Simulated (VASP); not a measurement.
Wanted: the native input for a VASP 6.6.1 run.

```yaml
Task: relaxation of shape and atoms at fixed volume
Functional: PBE
Dispersion: D3(BJ)
Potentials_or_basis: VASP PAW PBE potentials, release 64 (Ti_sv, Te)
Cutoff: 600 eV
k_mesh: 8 × 8 × 4
Occupations: gaussian, width 0.05 eV
Spin: no spin polarisation
Dipole_correction: no
Further_INCAR_settings: ALGO = Normal; EDIFF = 1e-07; IBRION = 2; EDIFFG = -0.01; NSW = 60; ISIF = 4
```

The structure of TiTe2 lies in POSCAR:

```
TiTe2
1.0
    3.7279235695      0.0000000000      0.0000000000
   -1.8639617848      3.2284765146      0.0000000000
    0.0000000000      0.0000000000      6.3960064210
Ti Te
1 2
Direct
    0.0000000000      0.0000000000      0.0000000000
    0.3333333333      0.6666666667      0.2716393570
    0.6666666667      0.3333333333      0.7283606430
```

One way to write it, as run:

INCAR

```
SYSTEM = TiTe2
PREC = Accurate ; ENCUT = 600
EDIFF = 1E-7 ; ISMEAR = 0
SIGMA = 0.05 ; LREAL = .False.
LASPH = .True. ; NELM = 100
ALGO = Normal ; ISIF = 4
LWAVE = .False. ; LCHARG = .False.
GGA = PE ; IVDW = 12
IBRION = 2 ; NSW = 60
EDIFFG = -0.01
```

KPOINTS

```
regular mesh
0
Gamma
  8 8 4
  0 0 0
```

Potentials or basis: VASP PAW PBE potentials, release 64 (Ti_sv, Te).

Launch:

```bash
$ cat potpaw_PBE.64/Ti_sv/POTCAR potpaw_PBE.64/Te/POTCAR > POTCAR
$ mpirun -np 1 vasp_std > vasp.out
```

It gave:

* Energy gained by relaxing: 0.8 meV/atom
* Ionic steps: 6
* Pressure after relaxing: -0.8 GPa
* Band gap on the k mesh: zero (bands 12 and 13 overlap by 0.77 eV)
* Dispersion energy per atom: -0.513 eV

Caveat: spin-orbit coupling is left out, which moves the levels of the heavy elements.

Run time: 2.8 min on 1 thread of Intel(R) Xeon(R) Platinum 8259CL CPU @ 2.50GHz (Skylake/Cascade Lake), on a shared host, peak memory 0.25 GiB.
